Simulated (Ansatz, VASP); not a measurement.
**Y: VASP beside Ansatz**

```
CELL_PARAMETERS angstrom
0.00000 2.48981 2.48981
2.48981 0.00000 2.48981
2.48981 2.48981 0.00000
ATOMIC_POSITIONS crystal
Y 0.00000 0.00000 0.00000
```

Alike in both runs: functional PBEsol; k mesh 14 × 14 × 14; occupations fermi-dirac, width 0.05 eV; no spin polarisation.

Ansatz relaxed the structure, and its values are those at the end. VASP's run is a single point on that final structure, the one shown.

```csv
,VASP,Ansatz
version,VASP 6.6.1,Ansatz 0.2.0
potentials or method,"VASP PAW PBE potentials, release 64 (Y_sv)","PAW with Ansatz's default frozen-core files, scalar-relativistic"
plane-wave cutoff (eV),520,420
valence electrons in the cell,11,11
```

|  | VASP | Ansatz | Ansatz less VASP |
| --- | --- | --- | --- |
| pressure (GPa) | -0.2 | 0.0 | +0.13 |

VASP's potentials were made for PBE, not for PBEsol.
